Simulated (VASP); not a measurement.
BaRe2Te6: single point with PBE

Crystal: BaRe2Te6.

```
CELL_PARAMETERS angstrom
5.68593 0.00000 0.00000
0.00000 5.68593 0.00000
0.00000 0.00000 11.37186
ATOMIC_POSITIONS crystal
Ba 0.50000 0.50000 0.00000
Re 0.00000 0.00000 0.75000
Re 0.00000 0.00000 0.25000
Te 0.50000 0.00000 0.75000
Te 0.50000 0.00000 0.25000
Te 0.00000 0.50000 0.75000
Te 0.00000 0.50000 0.25000
Te 0.00000 0.00000 0.00000
Te 0.00000 0.00000 0.50000
```

This cell differs from its parent crystal: atoms taken out.

```yaml
Program: VASP 6.6.1
Task: single point
Functional: PBE
Potentials_or_basis: VASP PAW PBE potentials, release 64 (Ba_sv, Re, Te)
Cutoff: 520 eV
k_mesh: 4 × 4 × 2
Occupations: gaussian, width 0.1 eV
Spin: no spin polarisation
```

- Pressure: -5.9 GPa
- Largest force: 1.230 eV/Å
- Band gap on the k mesh: zero (bands 30 and 31 overlap by 0.62 eV)

Forces in eV/Å, atoms in the order of the input:
```
Ba   0.000  0.000  0.000
Re   0.000  0.000 -1.230
Re   0.000  0.000  1.230
Te   0.000  0.000  0.329
Te   0.000  0.000 -0.329
Te   0.000  0.000  0.329
Te   0.000  0.000 -0.329
Te   0.000  0.000  0.000
Te   0.000  0.000  0.000
```

Stress tensor (GPa, compression positive):
```
-5.96  0.00  0.00
 0.00 -5.96  0.00
 0.00  0.00 -5.81
```

Levels at points of the mesh, in eV from the Fermi level:
```
           k point  band 29  band 30  band 31  band 32  band 33  band 34
(0.00, 0.00, 0.00)    -0.47    -0.24    -0.22    -0.21    -0.13    -0.12
(0.50, 0.00, 0.00)    -0.21    -0.01     0.25     0.25     0.34     0.45
(0.50, 0.50, 0.00)     0.39     0.39     0.42     0.42     0.43     0.46
(0.00, 0.00, 0.50)    -0.44    -0.44    -0.21    -0.21     0.14     0.14
(0.50, 0.00, 0.50)    -0.05    -0.04    -0.01     0.29     0.33     0.44
(0.50, 0.50, 0.50)     0.38     0.40     0.40     0.42     0.47     0.47
```

Wall time 9.4 min on 1 thread of AMD EPYC 7R13, with other jobs on the host, peak memory 0.48 GiB.

Caveat: the cell differs from its parent crystal (atoms taken out); the cell stands under tension; spin-orbit coupling is left out, which moves the levels of the heavy elements; forces of over 1 eV/Å act on the atoms, so gaps and moduli don't describe the material at rest.
